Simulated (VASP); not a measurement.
Set up this calculation in VASP 6.6.1, as the native input.

```yaml
Task: single point
Functional: r2SCAN
Potentials_or_basis: VASP PAW PBE potentials, release 64 (Ta_pv, N)
Cutoff: 520 eV
k_mesh: 10 × 10 × 10
Occupations: fermi-dirac, width 0.05 eV
Spin: no spin polarisation
Dipole_correction: no
Further_INCAR_settings: ALGO = Normal; EDIFF = 1e-06; NBANDS = 15
```

Crystal: TaN.

```
Ta N
1.0
     0.00000    2.24042    2.24042
     2.24042    0.00000    2.24042
     2.24042    2.24042    0.00000
Ta N
1 1
Direct
  0.50000 0.50000 0.50000
  0.00000 0.00000 0.00000
```

One way to write it, as run:

POSCAR

```
TaN
1.0
    0.0000000000      2.2404226923      2.2404226923
    2.2404226923      0.0000000000      2.2404226923
    2.2404226923      2.2404226923      0.0000000000
Ta N
1 1
Direct
    0.5000000000      0.5000000000      0.5000000000
    0.0000000000      0.0000000000      0.0000000000
```

INCAR.step1

```
PREC = Accurate ; ENCUT = 520
ISMEAR = -1 ; SIGMA = 0.05
LREAL = F ; LASPH = T
NELM = 80 ; NBANDS = 15
GGA = PE ; ALGO = Normal
EDIFF = 1E-4 ; LWAVE = T
LCHARG = F
```

INCAR.step2

```
PREC = Accurate ; ENCUT = 520
EDIFF = 1E-6 ; ISMEAR = -1
SIGMA = 0.05 ; LREAL = F
LASPH = T ; NELM = 80
ALGO = Normal ; ISIF = 2
LWAVE = F ; LCHARG = F
METAGGA = R2SCAN ; LMIXTAU = T
NBANDS = 15 ; ISTART = 1
```

KPOINTS

```
regular mesh
0
Gamma
  10 10 10
```

Potentials or basis: VASP PAW PBE potentials, release 64 (Ta_pv, N).

Command:

```bash
$ cat potpaw_PBE.64/Ta_pv/POTCAR potpaw_PBE.64/N/POTCAR > POTCAR
$ cp INCAR.step1 INCAR
$ mpirun -np 1 vasp_std > vasp.out
$ cp INCAR.step2 INCAR
$ mpirun -np 1 vasp_std > vasp.out
```

It gave:

```json
{
  "Pressure": "-16.3 GPa",
  "Band gap on the k mesh": "zero (band 8 reaches 10.72 eV, above the bottom of band 9 at 6.96 eV)"
}
```

Caveat: the PAW data sets were made with another functional, which shifts forces and pressure a little; spin-orbit coupling is left out, which moves the levels of the heavy elements.

Run time: 34 s on 1 thread of AMD EPYC 9R45 96-Core Processor (Zen 5) (shared host), peak memory 0.12 GiB.
